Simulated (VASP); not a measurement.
Input of a VASP 6.6.1 run:

Contents of POSCAR:

```
Ag
1.0
    2.5940858140      0.0000000000      0.0000000000
   -1.2970429070      2.2465442145      0.0000000000
    0.0000000000      0.0000000000      4.2388339812
Ag
2
Direct
    0.3333333333      0.6666666667      0.2500000000
    0.6666666667      0.3333333333      0.7500000000
```

File INCAR.step1:

```
SYSTEM = Ag
ALGO = Normal
EDIFF = 1E-4
ENCUT = 520
GGA = PE
ISMEAR = 0
LASPH = .True.
LCHARG = .False.
LREAL = .False.
LWAVE = .True.
NBANDS = 18
NELM = 100
PREC = Accurate
SIGMA = 0.1
```

The input INCAR.step2:

```
SYSTEM = Ag
ALGO = Normal
EDIFF = 1E-7
ENCUT = 520
ISIF = 2
ISMEAR = 0
ISTART = 1
LASPH = .True.
LCHARG = .False.
LMIXTAU = .True.
LREAL = .False.
LWAVE = .False.
METAGGA = R2SCAN
NBANDS = 18
NELM = 100
PREC = Accurate
SIGMA = 0.1
```

The input KPOINTS:

```
k-points
0
Gamma
  18 18 10
  0 0 0
```

Potentials or basis: VASP PAW PBE potentials, release 64 (Ag).

Run with:

```console
$ cat potpaw_PBE.64/Ag/POTCAR > POTCAR
$ cp INCAR.step1 INCAR
$ mpirun -np 1 vasp_std > vasp.out
$ cp INCAR.step2 INCAR
$ mpirun -np 1 vasp_std > vasp.out
```

Problem. Predict the band gap on the k mesh.

Solution. Zero (bands 11 and 12 overlap by 9.73 eV).

Problem. What does it give for the pressure?

Solution. 91.8 GPa.

Stress tensor (GPa, compression positive):
```
91.79  0.00  0.00
 0.00 91.79  0.00
 0.00  0.00 91.87
```

Caveat: the cell stands under pressure; the PAW data sets were made with another functional, which shifts forces and pressure a little.
